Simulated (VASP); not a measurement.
Write the native input for VASP 6.6.1 that does the following.

| Quantity | Value |
| --- | --- |
| Task | single point |
| Functional | PBEsol |
| Potentials or basis | VASP PAW PBE potentials, release 64 (Ta_pv, N) |
| Cutoff | 520 eV |
| k mesh | 7 × 7 × 7 |
| Occupations | fermi-dirac, width 0.05 eV |
| Spin | non-collinear spin, zero start, spin-orbit coupling |
| Starting moments | [[0.0, 0.0, 0.0], [0.0, 0.0, 0.0]] μB |
| Dipole correction | no |
| Further INCAR settings | ALGO = Normal; EDIFF = 1e-06; NBANDS = 28 |

The structure of TaN lies in POSCAR:

```
TaN
1.0
    0.0000000000      2.2113230000      2.2113230000
    2.2113230000      0.0000000000      2.2113230000
    2.2113230000      2.2113230000      0.0000000000
Ta N
1 1
Direct
    0.5000000000      0.5000000000      0.5000000000
    0.0000000000      0.0000000000      0.0000000000
```

The input as run:

INCAR

```
SYSTEM = TaN
ALGO = Normal
EDIFF = 1E-6
ENCUT = 520
GGA = PS
GGA_COMPAT = .FALSE.
ISIF = 2
ISMEAR = -1
LASPH = .TRUE.
LCHARG = .TRUE.
LMAXMIX = 4
LORBIT = 11
LORBMOM = .TRUE.
LREAL = .FALSE.
LSORBIT = .TRUE.
LVHAR = .TRUE.
LWAVE = .FALSE.
MAGMOM = 0 0 0 0 0 0
NBANDS = 28
NELM = 150
PREC = Accurate
SIGMA = 0.05
```

KPOINTS

```
k-points
0
G
  7 7 7
  0 0 0
```

Potentials or basis: VASP PAW PBE potentials, release 64 (Ta_pv, N).

Run with:

```sh
$ cat potpaw_PBE.64/Ta_pv/POTCAR potpaw_PBE.64/N/POTCAR > POTCAR
$ mpirun -np 1 vasp_ncl > vasp.out
```

It gave:

```yaml
Pressure: -9.3 GPa
Net_moment: 0.00 μB per cell
Valence_electrons_inside_the_program's_atomic_spheres: Ta 8.92; N 3.74
```

Caveat: the PAW data sets were made with another functional, which shifts forces and pressure a little.

Run time: 44 s on 1 thread of AMD EPYC 7R43 64-Core Processor (Zen 3), with other jobs on the host, peak memory 0.16 GiB.
